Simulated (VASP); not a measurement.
Lu, 2 atoms in the cell. It takes space group P6_3/mmc (No. 194, hexagonal). The conventional cell has a = 3.378 Å, b = 3.378 Å, c = 5.278 Å, α = 90.00°, β = 90.00°, γ = 120.00°. Lu (site symmetry -6m2) has 12 Lu at 3.28 to 3.38 Å within 4.3 Å. 

| Property | Result |
| --- | --- |
| Program | VASP 6.6.1 |
| Task | single point |
| Functional | LDA |
| Potentials or basis | VASP PAW PBE potentials, release 64 (Lu) |
| Cutoff | 520 eV |
| k mesh | 21 × 21 × 12 |
| Occupations | fermi-dirac, width 0.15 eV |
| Spin | no spin polarisation |
| Dipole correction | no |
| Further INCAR settings | ALGO = Fast; EDIFF = 1e-06; NBANDS = 32 |

Potentials or basis: VASP PAW PBE potentials, release 64 (Lu).

Command:

```sh
$ cat potpaw_PBE.64/Lu/POTCAR > POTCAR
$ mpirun -np 1 vasp_std > vasp.out
```

Hardware: 1 thread of Intel Xeon 8259CL (shared host).

Estimate the wall time of this run.

Run time: 31 min on 1 thread of Intel Xeon 8259CL, with other jobs on the host, peak memory 0.53 GiB. Counts: scf iterations 28, k points 336.
